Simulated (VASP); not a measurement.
# AlN (F-43m) in VASP: settings compared

Aim: see how the results for AlN move with the level of theory and the settings. Levels: RPBE, PBE, BLYP. Tasks: single point.

Program: VASP 6.6.1. These are calculated values, not measurements. Logs are shortened: lines on timing, memory, paths and dates and some standing lists are left out, and cuts for length are marked.

## Step 1: The cell of the first run

Symmetry: F-43m, No. 216, cubic system. Conventional cell: a = 4.368 Å, b = 4.368 Å, c = 4.368 Å, α = 90.00°, β = 90.00°, γ = 90.00°. Al (site symmetry -43m) has 4 N at 1.89 Å within 2.5 Å. Within 2.5 Å of N (site symmetry -43m) lie 4 Al at 1.89 Å.

## Step 2: Single point, RPBE

INCAR

```
  PREC = Accurate
  ENCUT = 520
  EDIFF = 1E-7
  ISMEAR = -1
  SIGMA = 0.05
  LREAL = False
  LASPH = True
  NELM = 100
  ALGO = Normal
  ISIF = 2
  LWAVE = False
  LCHARG = False
  GGA = RP
  NBANDS = 11
```

KPOINTS

```
regular mesh
0
Gamma
  10 10 10
```

POSCAR

```
AlN
1.0
    0.0000000000      2.1839935596      2.1839935596
    2.1839935596      0.0000000000      2.1839935596
    2.1839935596      2.1839935596      0.0000000000
Al N
1 1
Direct
    0.0000000000      0.0000000000      0.0000000000
    0.2500000000      0.2500000000      0.2500000000
```

Potentials or basis: VASP PAW PBE potentials, release 64 (Al, N).

Launch:

```sh
cat potpaw_PBE.64/Al/POTCAR potpaw_PBE.64/N/POTCAR > POTCAR
mpirun -np 1 vasp_std > vasp.out
```

OUTCAR:

```text
PREC = Accurate
   ENCUT = 520
   EDIFF = 1E-7
   ISMEAR = -1
   LREAL = False
   LASPH = True
   NELM = 100
   ISIF = 2
   GGA = RP

 ion  position               nearest neighbor table
   1  0.000  0.000  0.000-   2 1.89   2 1.89   2 1.89   2 1.89
   2  0.250  0.250  0.250-   1 1.89   1 1.89   1 1.89   1 1.89

  LATTYP: Found a face centered cubic cell.
 ALAT       =     4.3679871192

  Lattice vectors:

 A1 = (   0.0000000000,   2.1839935596,   2.1839935596)
 A2 = (   2.1839935596,   0.0000000000,   2.1839935596)
 A3 = (   2.1839935596,   2.1839935596,   0.0000000000)

Analysis of symmetry for initial positions (statically):
=====================================================================
 Subroutine PRICEL returns:
 Original cell was already a primitive cell.

 Routine SETGRP: Setting up the symmetry group for a
 face centered cubic supercell.

 Subroutine GETGRP returns: Found 24 space group operations
 (whereof 24 operations were pure point group operations)
 out of a pool of 48 trial point group operations.

The static configuration has the point symmetry T_d .

Analysis of symmetry for dynamics (positions and initial velocities):
=====================================================================
 Subroutine PRICEL returns:
 Original cell was already a primitive cell.

 Routine SETGRP: Setting up the symmetry group for a
 face centered cubic supercell.

 Subroutine GETGRP returns: Found 24 space group operations
 (whereof 24 operations were pure point group operations)
 out of a pool of 48 trial point group operations.

The dynamic configuration has the point symmetry T_d .

 Subroutine INISYM returns: Found 24 space group operations
 (whereof 24 operations are pure point group operations),
 and found     1 'primitive' translations

----------------------------------------------------------------------------------------

                                     Primitive cell

  volume of cell :      20.8345

  direct lattice vectors                    reciprocal lattice vectors
     0.000000000  2.183993560  2.183993560    -0.228938404  0.228938404  0.228938404
     2.183993560  0.000000000  2.183993560     0.228938404 -0.228938404  0.228938404
     2.183993560  2.183993560  0.000000000     0.228938404  0.228938404 -0.228938404

  length of vectors
     3.088633312  3.088633312  3.088633312     0.396532948  0.396532948  0.396532948

  position of ions in fractional coordinates (direct lattice)
     0.000000000  0.000000000  0.000000000
     0.250000000  0.250000000  0.250000000

  ion indices of the primitive-cell ions
   primitive index   ion index
                 1           1
                 2           2

----------------------------------------------------------------------------------------

 KPOINTS: regular mesh

Automatic generation of k-mesh.
 Grid dimensions read from file:
 generate k-points for:   10   10   10

 Generating k-lattice:

  Cartesian coordinates                     Fractional coordinates (reciprocal lattice)
    -0.022893840  0.022893840  0.022893840     0.100000000  0.000000000  0.000000000
     0.022893840 -0.022893840  0.022893840     0.000000000  0.100000000  0.000000000
     0.022893840  0.022893840 -0.022893840     0.000000000  0.000000000  0.100000000

  Length of vectors
     0.039653295  0.039653295  0.039653295

  Shift w.r.t. Gamma in fractional coordinates (k-lattice)
     0.000000000  0.000000000  0.000000000

 Subroutine IBZKPT returns following result:
 ===========================================

 Found     47 irreducible k-points:

 Following reciprocal coordinates:
            Coordinates               Weight
  0.000000  0.000000  0.000000      1.000000
  0.100000  0.000000  0.000000      8.000000
  0.200000  0.000000  0.000000      8.000000
  0.300000  0.000000  0.000000      8.000000
  0.400000  0.000000  0.000000      8.000000
  0.500000  0.000000  0.000000      4.000000
[... 16 lines left out ...]
  0.300000  0.300000  0.000000      6.000000
  0.400000  0.300000  0.000000     24.000000
 [... further k-points ...]
   k-points           NKPTS =     47   k-points in BZ     NKDIM =     47   number of bands    NBANDS=     11
   number of dos      NEDOS =    301   number of ions     NIONS =      2
   total plane-waves  NPLWV =  13824
   dimension x,y,z NGX =    24 NGY =   24 NGZ =   24
   dimension x,y,z NGXF=    48 NGYF=   48 NGZF=   48
   ions per type =               1   1
   NGX,Y,Z   is equivalent  to a cutoff of  12.92, 12.92, 12.92 a.u.
   NGXF,Y,Z  is equivalent  to a cutoff of  25.84, 25.84, 25.84 a.u.
 SYSTEM =  unknown system
   PREC   = accura    normal or accurate (medium, high low for compatibility)
   ISTART =      0    job   : 0-new  1-cont  2-samecut
   ICHARG =      2    charge: 1-file 2-atom 10-const
   ISPIN  =      1    spin polarized calculation?
   LNONCOLLINEAR =      F non collinear calculations
   LSORBIT =      F    spin-orbit coupling
   LASPH  =      T    aspherical Exc in radial PAW
   ENCUT  =  520.0 eV  38.22 Ry    6.18 a.u.   5.74  5.74  5.74*2*pi/ulx,y,z
   NELM   =    100;   NELMIN=  2; NELMDL= -5     # of ELM steps
   EDIFF  = 0.1E-06   stopping-criterion for ELM
   LREAL  =      F    real-space projection
   EDIFFG = 0.1E-05   stopping-criterion for IOM
   NSW    =      0    number of steps for IOM
   IBRION =     -1    ionic relax: 0-MD 1-quasi-New 2-CG
   NFREE  =      0    steps in history (QN), initial steepest desc. (CG)
   ISIF   =      2    stress and relaxation
   ISYM   =      2    0-nonsym 1-usesym 2-fastsym
   POTIM  = 0.5000    time-step for ionic-motion
   TEBEG  =    0.0;   TEEND  =   0.0 temperature during run
   PSTRESS=    0.0 pullay stress
   NELECT =       8.0000    total number of electrons
   NUPDOWN=      -1.0000    fix difference up-down
   EMIN   =  10.00;   EMAX   =-10.00  energy-range for DOS
   EFERMI =   0.00;   METHOD = LEGACY
   ISMEAR =    -1;   SIGMA  =   0.05  broadening in eV -4-tet -1-fermi 0-gaus
   EFERMI_NEDOS =   21; number of points for ismear=-14 and -15
   IALGO  =     38    algorithm
   IMIX   =      4    mixing-type and parameters
     AMIX     =   0.40;   BMIX     =  1.00
     AMIX_MAG =   1.60;   BMIX_MAG =  1.00
  volume/ion in A,a.u.               =      10.42        70.30
  Fermi-wavevector in a.u.,A,eV,Ry     =   1.189899  2.248583 19.263943  1.415860
  Thomas-Fermi vector in A             =   2.325996
   LORBIT       =      0    0 simple, 1 ext, 2 COOP (PROOUT), +10 PAW based schemes
   GGA     = RP    functional components
   LHFCALC =     F    Hartree Fock is set to
   AEXX    =    0.0000 exact exchange contribution
   IVDW    =     0    specifies the selected vdW correction
   LEPSILON=     F    determine dielectric tensor
   LRPA    =     F    only Hartree local field effects (RPA)
 non-spin polarized calculation
  energy-cutoff  :      520.00
  volume of cell :       20.83
 maximum number of plane-waves:       571
   NGX = 11   NGY = 11   NGZ = 11

 number of electron       8.0000000 magnetization

 Free energy of the ion-electron system (eV)
  ---------------------------------------------------
  ext. energy  EPLUGINS =         0.00000000
  ---------------------------------------------------
  free energy    TOTEN  =       -14.11331809 eV

  energy without entropy =      -14.11331809  energy(sigma->0) =      -14.11331809

 E-fermi :   7.0889     XC(G=0): -10.8069

 val. band max:        6.0817601159   @ k =   0.0000   0.0000   0.0000
 cond. band min:       9.4449002832   @ k =   0.5000   0.5000   0.0000
 fundamental gap:      3.3631401673
 Fermi energy:         7.0888568123

 k-point     1 :       0.0000    0.0000    0.0000
  band No.  band energies     occupation
      1      -8.9397      2.00000
      2       6.0818      2.00000
      3       6.0818      2.00000
      4       6.0818      2.00000
      5      10.3140      0.00000
      6      18.7504      0.00000
      7      18.7504      0.00000
      8      18.7504      0.00000
      9      23.7911      0.00000
     10      23.7911      0.00000
     11      25.2427      0.00000

 k-point     2 :       0.1000    0.0000    0.0000
  band No.  band energies     occupation
      1      -8.7946      2.00000
      2       5.2735      2.00000
      3       6.0307      2.00000
      4       6.0307      2.00000
      5      10.9762      0.00000
      6      18.3643      0.00000
      7      18.8849      0.00000
      8      18.8849      0.00000
      9      22.5482      0.00000
     10      22.5482      0.00000
     11      24.4651      0.00000

 k-point     3 :       0.2000    0.0000    0.0000
  band No.  band energies     occupation
      1      -8.3821      2.00000
      2       3.6746      2.00000
      3       5.9033      2.00000
      4       5.9033      2.00000
      5      12.1097      0.00000
      6      17.5609      0.00000
      7      18.8046      0.00000
      8      18.8046      0.00000
      9      22.0300      0.00000
     10      22.0300      0.00000
     11      23.6038      0.00000

 k-point     4 :       0.3000    0.0000    0.0000
  band No.  band energies     occupation
      1      -7.7840      2.00000
      2       2.0375      2.00000
      3       5.7572      2.00000
      4       5.7572      2.00000
      5      12.9689      0.00000
      6      16.7859      0.00000
      7      18.1273      0.00000
      8      18.1273      0.00000
      9      23.1103      0.00000
     10      23.1103      0.00000
     11      23.4337      0.00000

 k-point     5 :       0.4000    0.0000    0.0000
  band No.  band energies     occupation
      1      -7.1881      2.00000
      2       0.7638      2.00000
      3       5.6469      2.00000
      4       5.6469      2.00000
      5      13.4174      0.00000
      6      16.2235      0.00000
      7      17.5231      0.00000
      8      17.5231      0.00000
      9      23.8809      0.00000
     10      24.9618      0.00000
     11      24.9618      0.00000
[... 211 lines left out ...]
 k-point    21 :      -0.3000    0.2000    0.0000
  band No.  band energies     occupation
      1      -7.0354      2.00000
      2       1.5030      2.00000
      3       3.9058      2.00000
      4       5.5683      2.00000
      5      14.0235      0.00000
      6      15.2305      0.00000
      7      17.9775      0.00000
      8      18.4674      0.00000
      9      22.5563      0.00000
     10      24.9374      0.00000
     11      27.4588      0.00000

 k-point    22 :      -0.2000    0.2000    0.0000
  band No.  band energies     occupation
      1      -7.5875      2.00000
      2       2.3380      2.00000
      3       4.4063      2.00000
      4       5.8308      2.00000
      5      13.6943      0.00000
      6      16.1247      0.00000
      7      17.5936      0.00000
      8      18.6624      0.00000
      9      21.1284      0.00000
     10      24.6546      0.00000
     11      27.4946      0.00000

 k-point    23 :       0.3000    0.3000    0.0000
  band No.  band energies     occupation
      1      -7.4122      2.00000
      2       2.5805      2.00000
      3       4.8515      2.00000
      4       4.8515      2.00000
      5      11.4585      0.00000
      6      15.8921      0.00000
      7      18.0573      0.00000
      8      20.6994      0.00000
      9      20.6994      0.00000
     10      26.4935      0.00000
     11      29.9223      0.00000

 k-point    24 :       0.4000    0.3000    0.0000
  band No.  band energies     occupation
      1      -6.9566      2.00000
      2       1.9534      2.00000
      3       4.3936      2.00000
      4       4.6890      2.00000
      5      11.0440      0.00000
      6      15.7226      0.00000
      7      18.4398      0.00000
      8      20.7797      0.00000
      9      21.2973      0.00000
     10      27.4454      0.00000
     11      29.7121      0.00000

 [... further k-points ...]
[... 5 lines left out ...]
  --------------------------------------------------------------------------------------
  -------------------------------------------------------------------------------------
  Total        1.0225152      1.0225152      1.0225152     -0.0000000      0.0000000     -0.0000000
  in kB       78.6314522     78.6314522     78.6314522     -0.0000000      0.0000000     -0.0000000
  external PRESSURE =      78.6314522 kB  Pullay stress =       0.0000000 kB

 VOLUME and BASIS-vectors are now :
 -----------------------------------------------------------------------------
  energy-cutoff  :      520.00
  volume of cell :       20.83
      direct lattice vectors                 reciprocal lattice vectors
     0.000000000  2.183993560  2.183993560    -0.228938404  0.228938404  0.228938404
     2.183993560  0.000000000  2.183993560     0.228938404 -0.228938404  0.228938404
     2.183993560  2.183993560  0.000000000     0.228938404  0.228938404 -0.228938404

 POSITION                                       TOTAL-FORCE (eV/Angst)
 -----------------------------------------------------------------------------------
      0.00000      0.00000      0.00000        -0.000000     -0.000000     -0.000000
      1.09200      1.09200      1.09200         0.000000      0.000000      0.000000
 -----------------------------------------------------------------------------------
    total drift:                                0.000000      0.000000      0.000000

  FREE ENERGIE OF THE ION-ELECTRON SYSTEM (eV)
  ---------------------------------------------------
  free  energy   TOTEN  =       -14.1133180909 eV

  energy  without entropy=      -14.1133180908  energy(sigma->0) =      -14.11331809
```

Run time: 13 s. Hardware: 1 thread of Intel Xeon 8259CL, shared host; peak memory 0.14 GiB.

What came out:

* Free energy: -14.1133 eV
* Pressure: 7.9 GPa
* Band gap on the k mesh: 3.36 eV (least direct gap 4.23 eV)

Caveat: the cell stands under pressure; the PAW data sets were made with another functional, which shifts forces and pressure a little. A k mesh can miss the band edges.

## Step 3: Single point, PBE

INCAR

```
  PREC = Accurate
  ENCUT = 520
  EDIFF = 1E-7
  ISMEAR = 0
  SIGMA = 0.019000000000000003
  LREAL = False
  LASPH = True
  NELM = 80
  ALGO = Normal
  ISIF = 2
  LWAVE = False
  LCHARG = False
  GGA = PE
  NBANDS = 11
```

KPOINTS

```
Automatic mesh
0
Gamma
  10 10 10
```

POSCAR is that of step 2.

Potentials or basis: VASP PAW PBE potentials, release 64 (Al, N).

Launch:

```sh
cat potpaw_PBE.64/Al/POTCAR potpaw_PBE.64/N/POTCAR > POTCAR
mpirun -np 1 vasp_std > vasp.out
```

OUTCAR:

```text
PREC = Accurate
   ENCUT = 520
   EDIFF = 1E-7
   ISMEAR = 0
   LREAL = False
   LASPH = True
   NELM = 80
   ISIF = 2
   GGA = PE

 ion  position               nearest neighbor table
   1  0.000  0.000  0.000-   2 1.89   2 1.89   2 1.89   2 1.89
   2  0.250  0.250  0.250-   1 1.89   1 1.89   1 1.89   1 1.89

  LATTYP: Found a face centered cubic cell.
 ALAT       =     4.3679871192

  Lattice vectors:

 A1 = (   0.0000000000,   2.1839935596,   2.1839935596)
 A2 = (   2.1839935596,   0.0000000000,   2.1839935596)
[... 513 lines left out ...]
      7      18.2226      0.00000
      8      20.5588      0.00000
      9      21.0686      0.00000
     10      27.2834      0.00000
     11      29.5348      0.00000

 [... further k-points ...]
[... 5 lines left out ...]
  --------------------------------------------------------------------------------------
  -------------------------------------------------------------------------------------
  Total        0.5980676      0.5980676      0.5980676      0.0000000      0.0000000      0.0000000
  in kB       45.9914174     45.9914174     45.9914174      0.0000000      0.0000000      0.0000000
  external PRESSURE =      45.9914174 kB  Pullay stress =       0.0000000 kB

 VOLUME and BASIS-vectors are now :
 -----------------------------------------------------------------------------
  energy-cutoff  :      520.00
  volume of cell :       20.83
      direct lattice vectors                 reciprocal lattice vectors
     0.000000000  2.183993560  2.183993560    -0.228938404  0.228938404  0.228938404
     2.183993560  0.000000000  2.183993560     0.228938404 -0.228938404  0.228938404
     2.183993560  2.183993560  0.000000000     0.228938404  0.228938404 -0.228938404

 POSITION                                       TOTAL-FORCE (eV/Angst)
 -----------------------------------------------------------------------------------
      0.00000      0.00000      0.00000         0.000000      0.000000      0.000000
      1.09200      1.09200      1.09200        -0.000000     -0.000000     -0.000000
 -----------------------------------------------------------------------------------
    total drift:                                0.000000      0.000000      0.000000

  FREE ENERGIE OF THE ION-ELECTRON SYSTEM (eV)
  ---------------------------------------------------
  free  energy   TOTEN  =       -14.8404491381 eV

  energy  without entropy=      -14.8404491381  energy(sigma->0) =      -14.84044914
```

stdout:

```text
POSCAR found type information on POSCAR AlN
 POSCAR found :  2 types and       2 ions
 scaLAPACK will be used
 LDA part: xc-table for (Slater+PW92), standard interpolation
 POSCAR, INCAR and KPOINTS ok, starting setup
 FFT: planning ... GRIDC
 FFT: planning ... GRID_SOFT
 FFT: planning ... GRID
 WAVECAR not read
 entering main loop
```

Run time: 14 s. Hardware: 1 thread of Intel Xeon 8259CL, shared host; peak memory 0.13 GiB.

What came out:

| Property | Result |
| --- | --- |
| Free energy | -14.8404 eV |
| Pressure | 4.6 GPa |
| Band gap on the k mesh | 3.32 eV (least direct gap 4.20 eV) |

Caveat: the cell stands under pressure.

## Step 4: Single point, BLYP

INCAR

```
SYSTEM = AlN
PREC = Accurate
ENCUT = 520
EDIFF = 1E-6
ISMEAR = -5
SIGMA = 0.05
LREAL = .False.
LASPH = .True.
NELM = 60
ALGO = Normal
ISIF = 2
LWAVE = .False.
LCHARG = .False.
GGA = B5
ALDAX = 1.0
AGGAX = 1.0
AGGAC = 1.0
ALDAC = 0.0
NBANDS = 11
```

KPOINTS

```
Automatic mesh
0
Gamma
  10 10 10
  0 0 0
```

POSCAR is that of step 3.

Launch:

```sh
cat potpaw_PBE.64/Al/POTCAR potpaw_PBE.64/N/POTCAR > POTCAR
mpirun -np 1 vasp_std > vasp.out
```

It took 18 s on 1 thread of Intel Xeon 8259CL, shared host; peak memory 0.13 GiB.

It converged, with:

| Quantity | Value |
| --- | --- |
| Free energy | -13.8784 eV |
| Pressure | 8.3 GPa |
| Band gap on the k mesh | 3.67 eV (least direct gap 4.48 eV) |

Levels at points of the mesh, in eV from the valence-band top:
| k point | band 2 | band 3 | band 4 | band 5 | band 6 | band 7 |
| --- | --- | --- | --- | --- | --- | --- |
| (0.00, 0.00, 0.00) | 0.00 | 0.00 | 0.00 | 4.48 | 12.62 | 12.62 |
| (0.50, 0.00, 0.00) | -5.73 | -0.48 | -0.48 | 7.55 | 10.14 | 11.28 |
| (0.50, 0.50, 0.00) | -4.83 | -1.75 | -1.75 | 3.67 | 8.79 | 14.02 |

Caveat: the cell stands under pressure; the PAW data sets were made with another functional, which shifts forces and pressure a little.

## Step 5: Overview

| level | smearing | gap on the mesh (eV) | pressure (GPa) |
| --- | --- | --- | --- |
| RPBE | fermi-dirac 0.05 eV | 3.36 | 7.9 |
| PBE | gaussian 0.019 eV | 3.32 | 4.6 |
| BLYP | tetrahedron | 3.67 | 8.3 |

Alike in all rows: task single point; potentials or basis VASP PAW PBE potentials, release 64 (Al, N); no spin polarisation; cell as given; k mesh 10 × 10 × 10; cutoff (eV) 520.

On the cell as given the gap runs from 3.32 eV (PBE) to 3.67 eV (BLYP). The pressure there spans 4.6 GPa (PBE) to 8.3 GPa (BLYP); a positive pressure means that this level wants a larger cell, a negative one a smaller.

Caveats: the cell stands under pressure; the PAW data sets were made with another functional, which shifts forces and pressure a little (at least some runs).

Absolute energies hang on the potentials; compare differences alone.
